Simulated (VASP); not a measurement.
# Co (Fd-3m) in VASP: further runs

Runs on Co. Level: PBEsol. Tasks: single point.

Everything below comes from runs of VASP 6.6.1. Logs are shortened: lines on timing, memory, paths and dates and some standing lists are left out, and cuts for length are marked.

### 1 The cell of the first run

Symmetry: Fd-3m, No. 227, cubic system. The conventional cell has a = 4.785 Å, b = 4.785 Å, c = 4.785 Å, α = 90.00°, β = 90.00°, γ = 90.00°. Within 2.7 Å of Co (site symmetry -43m) lie 4 Co at 2.07 Å.

### 2 Single point, PBEsol, collinear spin, ferromagnetic start (volume scaled by 0.96)

INCAR

```
PREC = Accurate
ENCUT = 520
EDIFF = 1E-6
ISMEAR = -1
SIGMA = 0.05
LREAL = False
LASPH = True
NELM = 150
ALGO = Normal
ISIF = 2
LWAVE = False
LCHARG = False
ISPIN = 2
MAGMOM = -0.337 -0.337
LORBIT = 11
LMAXMIX = 4
GGA = PS
NBANDS = 20
```

KPOINTS

```
regular mesh
0
Gamma
  13 13 13
```

POSCAR

```
Co
1.0
    0.0000000000      2.3923993362      2.3923993362
    2.3923993362      0.0000000000      2.3923993362
    2.3923993362      2.3923993362      0.0000000000
Co
2
Direct
    0.1250000000      0.1250000000      0.1250000000
    0.8750000000      0.8750000000      0.8750000000
```

Potentials or basis: VASP PAW PBE potentials, release 64 (Co).

Launch:

```sh
$ cat potpaw_PBE.64/Co/POTCAR > POTCAR
$ mpirun -np 1 vasp_std > vasp.out
```

OUTCAR:

```text
PREC = Accurate
   ENCUT = 520
   EDIFF = 1E-6
   ISMEAR = -1
   LREAL = False
   LASPH = True
   NELM = 150
   ISIF = 2
   ISPIN = 2
   LORBIT = 11
   GGA = PS

 ion  position               nearest neighbor table
   1  0.125  0.125  0.125-   2 2.07   2 2.07   2 2.07   2 2.07
   2  0.875  0.875  0.875-   1 2.07   1 2.07   1 2.07   1 2.07

  LATTYP: Found a face centered cubic cell.
 ALAT       =     4.7847986724

  Lattice vectors:

 A1 = (   0.0000000000,   2.3923993362,   2.3923993362)
 A2 = (   2.3923993362,   0.0000000000,   2.3923993362)
 A3 = (   2.3923993362,   2.3923993362,   0.0000000000)

Analysis of symmetry for initial positions (statically):
=====================================================================
 Subroutine PRICEL returns:
 Original cell was already a primitive cell.

 Routine SETGRP: Setting up the symmetry group for a
 face centered cubic supercell.

 Subroutine GETGRP returns: Found 48 space group operations
 (whereof 12 operations were pure point group operations)
 out of a pool of 48 trial point group operations.

The static configuration has the point symmetry D_3d.
 The point group associated with its full space group is O_h .

Analysis of symmetry for dynamics (positions and initial velocities):
=====================================================================
 Subroutine PRICEL returns:
 Original cell was already a primitive cell.

 Routine SETGRP: Setting up the symmetry group for a
 face centered cubic supercell.

 Subroutine GETGRP returns: Found 48 space group operations
 (whereof 12 operations were pure point group operations)
 out of a pool of 48 trial point group operations.

The dynamic configuration has the point symmetry D_3d.
 The point group associated with its full space group is O_h .

Analysis of structural, dynamic, and magnetic symmetry:
=====================================================================
 Subroutine PRICEL returns:
 Original cell was already a primitive cell.

 Routine SETGRP: Setting up the symmetry group for a
 face centered cubic supercell.

 Subroutine GETGRP returns: Found 48 space group operations
 (whereof 12 operations were pure point group operations)
 out of a pool of 48 trial point group operations.

The overall configuration has the point symmetry D_3d.
 The point group associated with its full space group is O_h .

 Subroutine INISYM returns: Found 48 space group operations
 (whereof 12 operations are pure point group operations),
 and found     1 'primitive' translations

----------------------------------------------------------------------------------------

                                     Primitive cell

  volume of cell :      27.3862

  direct lattice vectors                    reciprocal lattice vectors
     0.000000000  2.392399336  2.392399336    -0.208995209  0.208995209  0.208995209
     2.392399336  0.000000000  2.392399336     0.208995209 -0.208995209  0.208995209
     2.392399336  2.392399336  0.000000000     0.208995209  0.208995209 -0.208995209

  length of vectors
     3.383363588  3.383363588  3.383363588     0.361990321  0.361990321  0.361990321

  position of ions in fractional coordinates (direct lattice)
     0.125000000  0.125000000  0.125000000
     0.875000000  0.875000000  0.875000000

  ion indices of the primitive-cell ions
   primitive index   ion index
                 1           1
                 2           2

----------------------------------------------------------------------------------------

 KPOINTS: regular mesh

Automatic generation of k-mesh.
 Grid dimensions read from file:
 generate k-points for:   13   13   13

 Generating k-lattice:

  Cartesian coordinates                     Fractional coordinates (reciprocal lattice)
    -0.016076555  0.016076555  0.016076555     0.076923077  0.000000000  0.000000000
     0.016076555 -0.016076555  0.016076555     0.000000000  0.076923077  0.000000000
     0.016076555  0.016076555 -0.016076555     0.000000000  0.000000000  0.076923077

  Length of vectors
     0.027845409  0.027845409  0.027845409

  Shift w.r.t. Gamma in fractional coordinates (k-lattice)
     0.000000000  0.000000000  0.000000000

 Subroutine IBZKPT returns following result:
 ===========================================

 Found     84 irreducible k-points:

 Following reciprocal coordinates:
            Coordinates               Weight
  0.000000  0.000000  0.000000      1.000000
  0.076923  0.000000  0.000000      8.000000
  0.153846  0.000000  0.000000      8.000000
  0.230769  0.000000  0.000000      8.000000
  0.307692  0.000000  0.000000      8.000000
  0.384615  0.000000  0.000000      8.000000
[... 16 lines left out ...]
  0.384615  0.153846  0.000000     24.000000
  0.461538  0.153846  0.000000     24.000000
 [... further k-points ...]
   k-points           NKPTS =     84   k-points in BZ     NKDIM =     84   number of bands    NBANDS=     20
   number of dos      NEDOS =    301   number of ions     NIONS =      2
   total plane-waves  NPLWV =  21952
   dimension x,y,z NGX =    28 NGY =   28 NGZ =   28
   dimension x,y,z NGXF=    56 NGYF=   56 NGZF=   56
   ions per type =               2
   NGX,Y,Z   is equivalent  to a cutoff of  13.76, 13.76, 13.76 a.u.
   NGXF,Y,Z  is equivalent  to a cutoff of  27.52, 27.52, 27.52 a.u.
 SYSTEM =  unknown system
   PREC   = accura    normal or accurate (medium, high low for compatibility)
   ISTART =      0    job   : 0-new  1-cont  2-samecut
   ICHARG =      2    charge: 1-file 2-atom 10-const
   ISPIN  =      2    spin polarized calculation?
   LNONCOLLINEAR =      F non collinear calculations
   LSORBIT =      F    spin-orbit coupling
   LASPH  =      T    aspherical Exc in radial PAW
   ENCUT  =  520.0 eV  38.22 Ry    6.18 a.u.   6.29  6.29  6.29*2*pi/ulx,y,z
   NELM   =    150;   NELMIN=  2; NELMDL= -5     # of ELM steps
   EDIFF  = 0.1E-05   stopping-criterion for ELM
   LREAL  =      F    real-space projection
   EDIFFG = 0.1E-04   stopping-criterion for IOM
   NSW    =      0    number of steps for IOM
   IBRION =     -1    ionic relax: 0-MD 1-quasi-New 2-CG
   NFREE  =      0    steps in history (QN), initial steepest desc. (CG)
   ISIF   =      2    stress and relaxation
   ISYM   =      2    0-nonsym 1-usesym 2-fastsym
   POTIM  = 0.5000    time-step for ionic-motion
   TEBEG  =    0.0;   TEEND  =   0.0 temperature during run
   PSTRESS=    0.0 pullay stress
   NELECT =      18.0000    total number of electrons
   NUPDOWN=      -1.0000    fix difference up-down
   EMIN   =  10.00;   EMAX   =-10.00  energy-range for DOS
   EFERMI =   0.00;   METHOD = LEGACY
   ISMEAR =    -1;   SIGMA  =   0.05  broadening in eV -4-tet -1-fermi 0-gaus
   EFERMI_NEDOS =   21; number of points for ismear=-14 and -15
   IALGO  =     38    algorithm
   IMIX   =      4    mixing-type and parameters
     AMIX     =   0.40;   BMIX     =  1.00
     AMIX_MAG =   1.60;   BMIX_MAG =  1.00
  volume/ion in A,a.u.               =      13.69        92.41
  Fermi-wavevector in a.u.,A,eV,Ry     =   1.423384  2.689805 27.565692  2.026021
  Thomas-Fermi vector in A             =   2.543987
   LORBIT       =     11    0 simple, 1 ext, 2 COOP (PROOUT), +10 PAW based schemes
   GGA     = PS    functional components
   LHFCALC =     F    Hartree Fock is set to
   AEXX    =    0.0000 exact exchange contribution
   IVDW    =     0    specifies the selected vdW correction
   LEPSILON=     F    determine dielectric tensor
   LRPA    =     F    only Hartree local field effects (RPA)
 spin polarized calculation
  energy-cutoff  :      520.00
  volume of cell :       27.39
 maximum number of plane-waves:       751
 NGX is ok and might be reduce to    28
   NGX = 13   NGY = 13   NGZ = 13

 number of electron      18.0000007 magnetization      -0.4829088

 Free energy of the ion-electron system (eV)
  ---------------------------------------------------
  ext. energy  EPLUGINS =         0.00000000
  ---------------------------------------------------
  free energy    TOTEN  =       -12.64588430 eV

  energy without entropy =      -12.61511015  energy(sigma->0) =      -12.63049723

 E-fermi :   7.1367     XC(G=0): -11.9756

 val. band max:        7.1350155477   @ k =   0.3077   0.0769   0.0000
 cond. band min:       7.1436293897   @ k =  -0.4615   0.2308   0.0769
 fundamental gap:      0.0086138420
 Fermi energy:         7.1366830599

 spin component 1

 k-point     1 :       0.0000    0.0000    0.0000
  band No.  band energies     occupation
      1      -0.2196      1.00000
      2       3.8540      1.00000
      3       3.8540      1.00000
      4       4.0798      1.00000
      5       4.0798      1.00000
      6       4.0798      1.00000
[... 12 lines left out ...]
     19      24.1308      0.00000
     20      25.7929      0.00000
[... 507 lines left out ...]
 k-point    24 :       0.4615    0.1538    0.0000
  band No.  band energies     occupation
      1       2.9415      1.00000
      2       3.3535      1.00000
      3       4.0489      1.00000
      4       4.1024      1.00000
      5       4.3272      1.00000
      6       4.6804      1.00000
[... 12 lines left out ...]
     19      27.0599      0.00000
     20      31.0777      0.00000

 [... further k-points ...]

 spin component 2

 k-point     1 :       0.0000    0.0000    0.0000
  band No.  band energies     occupation
      1      -0.2515      1.00000
      2       3.6543      1.00000
      3       3.6543      1.00000
      4       3.8595      1.00000
      5       3.8595      1.00000
      6       3.8595      1.00000
[... 12 lines left out ...]
     19      24.1052      0.00000
     20      25.7539      0.00000
[... 507 lines left out ...]
 k-point    24 :       0.4615    0.1538    0.0000
  band No.  band energies     occupation
      1       2.8473      1.00000
      2       3.1612      1.00000
      3       3.8231      1.00000
      4       3.9104      1.00000
      5       4.1217      1.00000
      6       4.4647      1.00000
[... 12 lines left out ...]
     19      26.9652      0.00000
     20      31.0406      0.00000

 [... further k-points ...]
[... 5 lines left out ...]
  --------------------------------------------------------------------------------------
  -------------------------------------------------------------------------------------
  Total        0.7523826      0.7523826      0.7523826      0.0000000      0.0000000      0.0000000
  in kB       44.0167865     44.0167865     44.0167865      0.0000000      0.0000000      0.0000000
  external PRESSURE =      44.0167865 kB  Pullay stress =       0.0000000 kB

 VOLUME and BASIS-vectors are now :
 -----------------------------------------------------------------------------
  energy-cutoff  :      520.00
  volume of cell :       27.39
      direct lattice vectors                 reciprocal lattice vectors
     0.000000000  2.392399336  2.392399336    -0.208995209  0.208995209  0.208995209
     2.392399336  0.000000000  2.392399336     0.208995209 -0.208995209  0.208995209
     2.392399336  2.392399336  0.000000000     0.208995209  0.208995209 -0.208995209

 POSITION                                       TOTAL-FORCE (eV/Angst)
 -----------------------------------------------------------------------------------
      0.59810      0.59810      0.59810        -0.000000     -0.000000     -0.000000
      4.18670      4.18670      4.18670         0.000000      0.000000      0.000000
 -----------------------------------------------------------------------------------
    total drift:                                0.000000      0.000000     -0.000000

  FREE ENERGIE OF THE ION-ELECTRON SYSTEM (eV)
  ---------------------------------------------------
  free  energy   TOTEN  =       -12.6458842996 eV

  energy  without entropy=      -12.6151101511  energy(sigma->0) =      -12.63049723

 total charge

# of ion       s       p       d       tot
------------------------------------------
    1        0.585   0.465   7.416   8.466
    2        0.585   0.465   7.416   8.466
--------------------------------------------------
tot          1.170   0.930  14.832  16.933

 magnetization (x)

# of ion       s       p       d       tot
------------------------------------------
    1        0.004  -0.002  -0.236  -0.234
    2        0.004  -0.002  -0.236  -0.234
--------------------------------------------------
tot          0.007  -0.003  -0.471  -0.467
```

It took 2.7 min on 1 thread of Intel Xeon Platinum 8259CL at 2.50GHz (Skylake/Cascade Lake), shared host; peak memory 0.21 GiB.

Results:

* Free energy: -12.6459 eV
* Pressure: 4.4 GPa
* Net moment: -0.48 μB per cell
* Site moments: Co -0.23 μB
* Valence electrons inside the program's atomic spheres: Co 8.47

Levels at points of the mesh, in eV from the Fermi level:
Spin up:
```
           k point  band 7  band 8  band 9  band 10  band 11  band 12
(0.00, 0.00, 0.00)   -1.05   -1.05   -1.05     0.47     0.47    14.13
```
Spin down:
| k point | band 6 | band 7 | band 8 | band 9 | band 10 | band 11 | band 12 | band 13 |
| --- | --- | --- | --- | --- | --- | --- | --- | --- |
| (0.00, 0.00, 0.00) | -3.28 | -1.29 | -1.29 | -1.29 | 0.22 | 0.22 | 14.05 | 14.05 |

Caveat: the PAW data sets were made with another functional, which shifts forces and pressure a little.

[end of part 1 of 2]
